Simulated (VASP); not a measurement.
**S: single point with PBE**

S:

```
S
1.0
     0.00000    2.89470    2.89470
     2.89470    0.00000    2.89470
     2.89470    2.89470    0.00000
S
2
Direct
  0.87500 0.87500 0.87500
  0.12500 0.12500 0.12500
```

```
Program             : VASP 6.6.1
Task                : single point
Functional          : PBE
Potentials or basis : VASP PAW PBE potentials, release 64 (S)
Cutoff              : 520 eV
k mesh              : 13 × 13 × 13
Occupations         : fermi-dirac, width 0.08 eV
Spin                : no spin polarisation
```

| Quantity | Value |
| --- | --- |
| Pressure | 0.0 GPa |
| Band gap on the k mesh | zero (band 6 reaches 3.66 eV, above the bottom of band 7 at 2.52 eV) |

Levels at points of the mesh, in eV from the Fermi level:
| k point | band 3 | band 4 | band 5 | band 6 | band 7 | band 8 | band 9 | band 10 |
| --- | --- | --- | --- | --- | --- | --- | --- | --- |
| (0.00, 0.00, 0.00) | -3.82 | -3.82 | -3.82 | -0.92 | -0.92 | -0.92 | 5.62 | 7.88 |

Wall time 46 s on 1 thread of Intel(R) Xeon(R) Platinum 8259CL CPU @ 2.50GHz (Skylake/Cascade Lake) (shared host), peak memory 0.18 GiB.
